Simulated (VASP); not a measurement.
The system is MgF2.

```xyz
6
Lattice="4.6213 0.0000 0.0000 0.0000 4.6213 0.0000 0.0000 0.0000 3.0159" Properties=species:S:1:pos:R:3 pbc="T T T"
Mg    0.0000    0.0000    0.0000
Mg    2.3106    2.3106    1.5079
F     1.3993    1.3993    0.0000
F     0.9113    3.7100    1.5079
F     3.2220    3.2220    0.0000
F     3.7100    0.9113    1.5079
```

```yaml
Program: VASP 6.6.1
Task: relaxation of cell and atoms
Functional: PBE
Potentials_or_basis: VASP PAW PBE potentials, release 64 (Mg, F)
Cutoff: 600 eV
k_mesh: 6 × 6 × 8
Occupations: gaussian, width 0.02 eV
Spin: no spin polarisation
```

At the start: pressure 5.2 GPa; volume 10.73 Å³/atom.

Q: How do energy, volume and symmetry change on relaxing?

A: Over 5 steps the energy falls by 8.5 meV/atom and the volume is 11.27 Å³/atom (+5.0 %); space group P4_2/mnm (No. 136, to 0.1 Å) before and after.

The path:
```tsv
step	energy change (eV)	largest force (eV/Å)	pressure (GPa)	volume (Å³)
1	0.0000	0.0530	5.16	64.41
2	-0.0501	0.0644	-0.17	67.68
3	-0.0502	0.0606	0.00	67.56
4	-0.0508	0.0327	-0.01	67.59
5	-0.0511	0.0022	-0.02	67.62
```

Final structure:
```
CELL_PARAMETERS angstrom
4.68408 0.00000 0.00000
0.00000 4.68408 0.00000
0.00000 0.00000 3.08198
ATOMIC_POSITIONS crystal
Mg 0.00000 0.00000 0.00000
Mg 0.50000 0.50000 0.50000
F 0.30340 0.30340 0.00000
F 0.19660 0.80340 0.50000
F 0.69660 0.69660 0.00000
F 0.80340 0.19660 0.50000
```
